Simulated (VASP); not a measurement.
Wanted: the native input for a VASP 6.6.1 run.

```
Task                   : single point
Functional             : PBEsol
Dispersion             : D3(BJ)
Potentials or basis    : VASP PAW PBE potentials, release 64 (Te, Be)
Cutoff                 : 520 eV
k mesh                 : 8 × 8 × 8
Occupations            : fermi-dirac, width 0.05 eV
Spin                   : no spin polarisation
Dipole correction      : no
Further INCAR settings : ALGO = Normal; EDIFF = 1e-06; NBANDS = 11
```

The structure of BeTe lies in POSCAR:

```
BeTe
1.0
    0.0000000000      2.7325629784      2.7325629784
    2.7325629784      0.0000000000      2.7325629784
    2.7325629784      2.7325629784      0.0000000000
Te Be
1 1
Direct
    0.7500000000      0.7500000000      0.7500000000
    0.0000000000      0.0000000000      0.0000000000
```

The input as run:

INCAR

```
PREC = Accurate
ENCUT = 520
EDIFF = 1E-6
ISMEAR = -1
SIGMA = 0.05
LREAL = F
LASPH = T
NELM = 100
ALGO = Normal
ISIF = 2
LWAVE = F
LCHARG = T
GGA = PS
IVDW = 12
LELF = T
LVHAR = T
NBANDS = 11
```

KPOINTS

```
regular mesh
0
Gamma
  8 8 8
```

Potentials or basis: VASP PAW PBE potentials, release 64 (Te, Be).

Launch:

```console
$ cat potpaw_PBE.64/Te/POTCAR potpaw_PBE.64/Be/POTCAR > POTCAR
$ mpirun -np 1 vasp_std > vasp.out
```

Results of the run:

| Item | Value |
| --- | --- |
| Pressure | 3.0 GPa |
| Band gap on the k mesh | 1.62 eV, indirect (least direct gap 3.51 eV) |
| Dispersion energy per atom | -0.331 eV |

Caveat: the PAW data sets were made with another functional, which shifts forces and pressure a little; spin-orbit coupling is left out, which moves the levels of the heavy elements.

Run time: 15 s on 1 thread of Intel(R) Xeon(R) Platinum 8259CL CPU @ 2.50GHz (Skylake/Cascade Lake), with other jobs on the host, peak memory 0.18 GiB.
